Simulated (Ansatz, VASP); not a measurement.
HgP: VASP beside Ansatz

```xyz
2
Lattice="0.0000 2.9115 2.9115 2.9115 0.0000 2.9115 2.9115 2.9115 0.0000" Properties=species:S:1:pos:R:3 pbc="T T T"
Hg    0.0000    0.0000    0.0000
P     1.6558    1.4558    1.4558
```

Alike in both runs: task single point; functional r2SCAN; k mesh 10 × 10 × 10; occupations gaussian, width 0.05 eV; no spin polarisation.

```csv
,VASP,Ansatz
version,VASP 6.6.1,Ansatz 0.2.0
potentials or method,"VASP PAW PBE potentials, release 64 (Hg, P), cutoff 520 eV","scalar-relativistic, plane waves, PAW"
valence electrons in the cell,17,25
```

Ansatz gave:

```
gap on the k mesh at the Fermi level (eV)                     : none
pressure (GPa)                                                : 1.1
traceless stress, the component that is largest in VASP (GPa) : -4.78
rms of the force components (eV/Å)                            : 0.492
```

Q: Estimate VASP's values.

A: gap on the k mesh at the Fermi level (eV): none; pressure (GPa): 1.3; traceless stress, the component that is largest in VASP (GPa): -4.91; rms of the force components (eV/Å): 0.505.

VASP's potentials were made for PBE, not for r2SCAN. Atom by atom the forces differ by 0.014 eV/Å (rms over components). A gap of «none» marks a metal or a gap that the smearing closes. The functional is the same, so the differences come from potentials, cutoffs and numerics. VASP's potentials hold 17 valence electrons a cell and Ansatz's 25, so a difference there can come from the potentials and not from the codes.

Neither program's run includes spin-orbit coupling.
